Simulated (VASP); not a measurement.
Runs of VASP 6.6.1 on BeSe. The structure is that of space group F-43m (No. 216), or close to it. The cells are those of the table. 

| task | level | potentials or basis | cell | cutoff (eV) | smearing | gap on the mesh (eV) | pressure (GPa) | relaxed volume (Å³/atom) |
| --- | --- | --- | --- | --- | --- | --- | --- | --- |
| single point | PBE | VASP PAW PBE potentials, release 64 (Be, Se) | a = 3.650 Å, angles 60.0°, 2 atoms | 600 | fermi-dirac 0.02 eV | 2.64 | 0.9 | - |
| relaxation of cell and atoms | LDA | VASP PAW LDA potentials, release 64 (Be, Se) | relaxed from a = 3.661 Å, angles 60.0°, 2 atoms | 600 | fermi-dirac 0.02 eV | 2.40 | 0.0 | (a) |
| single point | PBE | VASP PAW PBE potentials, release 64 (Be, Se) | a = 3.661 Å, angles 60.0°, 2 atoms | 600 | fermi-dirac 0.02 eV | 2.66 | 0.2 | - |
| single point | PBEsol | VASP PAW PBE potentials, release 64 (Be, Se) | a = 3.626 Å, angles 60.0°, 2 atoms | 600 | fermi-dirac 0.02 eV | (b) | 0.3 | - |
| single point | r2SCAN | VASP PAW PBE potentials, release 64 (Be, Se) | a = 3.650 Å, angles 60.0°, 2 atoms | 660 | gaussian 0.01 eV | 3.12 | 0.3 | - |
| single point | r2SCAN | VASP PAW PBE potentials, release 64 (Be, Se) | a = 3.650 Å, angles 60.0°, 2 atoms | 660 | fermi-dirac 0.02 eV | 3.12 | 0.3 | - |
| dielectric tensor | PBE | VASP PAW PBE potentials, release 64 (Be, Se) | a = 3.650 Å, angles 60.0°, 2 atoms | 520 | gaussian 0.01 eV | 2.64 | - | - |
| relaxation of cell and atoms | PBE | VASP PAW PBE potentials, release 64 (Be, Se) | relaxed from a = 3.654 Å, angles 60.0°, 2 atoms | 600 | fermi-dirac 0.02 eV | 2.67 | 0.0 | 17.39 |

Alike in all rows: no spin polarisation; k mesh 8 × 8 × 8.

Q: Estimate the missing entries.

A: (a) 16.46; (b) 2.45.

Caveats: the PAW data sets were made with another functional, which shifts forces and pressure a little (some runs).

A k mesh can miss the band edges, and the runs leave out spin-orbit coupling on Se.
